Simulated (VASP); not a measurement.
PtSe2: single point with PBE

Crystal: PtSe2.

```
CELL_PARAMETERS angstrom
7.45169 0.00000 0.00000
-1.86292 3.22668 0.00000
0.00000 0.00000 5.06451
ATOMIC_POSITIONS crystal
Pt 0.99987 0.99773 0.99946
Pt 0.49964 0.99813 0.99877
Se 0.16640 0.66832 0.25146
Se 0.33364 0.33691 0.75485
Se 0.66760 0.67046 0.24836
Se 0.83475 0.33605 0.75110
```

```json
{
  "Program": "VASP 6.6.1",
  "Task": "single point",
  "Functional": "PBE",
  "Potentials or basis": "VASP PAW PBE potentials, release 64 (Pt, Se)",
  "Cutoff": "400 eV",
  "k mesh": "1 × 2 × 2",
  "Occupations": "fermi-dirac, width 0.1 eV",
  "Spin": "no spin polarisation",
  "Dipole correction": "no",
  "Further INCAR settings": "ALGO = Normal; EDIFF = 1e-06; NBANDS = 31"
}
```

```json
{"Pressure": "6.2 GPa", "Largest force": "0.930 eV/Å", "Band gap on the k mesh": "0.21 eV"}
```

Forces on the atoms (eV/Å):
```
Pt  -0.080  0.323  0.193
Pt  -0.052  0.376  0.268
Se   0.074 -0.122 -0.919
Se   0.056 -0.208  0.561
Se   0.009 -0.206 -0.827
Se  -0.007 -0.162  0.724
```

Stress tensor (GPa, compression positive):
```
6.36 0.00 0.06
0.00 6.43 0.05
0.06 0.05 5.82
```

Levels at points of the mesh, in eV from the valence-band top:
| k point | band 20 | band 21 | band 22 | band 23 | band 24 | band 25 |
| --- | --- | --- | --- | --- | --- | --- |
| (0.00, 0.00, 0.00) | -1.47 | -1.46 | 0.00 | 0.21 | 1.02 | 1.03 |
| (0.00, 0.50, 0.00) | -3.95 | -3.48 | -3.46 | 0.21 | 0.23 | 1.89 |
| (0.00, 0.00, 0.50) | -1.89 | -1.89 | -1.78 | 0.56 | 1.08 | 1.85 |
| (0.00, 0.50, 0.50) | -3.25 | -1.80 | -1.78 | 0.52 | 0.59 | 1.05 |

Run time: 17 s on 1 thread of AMD EPYC 7R13 Processor (Zen 3) (shared host), peak memory 0.16 GiB.

Caveat: the k points lie up to 0.97 Å⁻¹ apart; spin-orbit coupling is left out, which moves the levels of the heavy elements; an odd mesh through Γ misses points on the zone boundary, where band edges can lie.
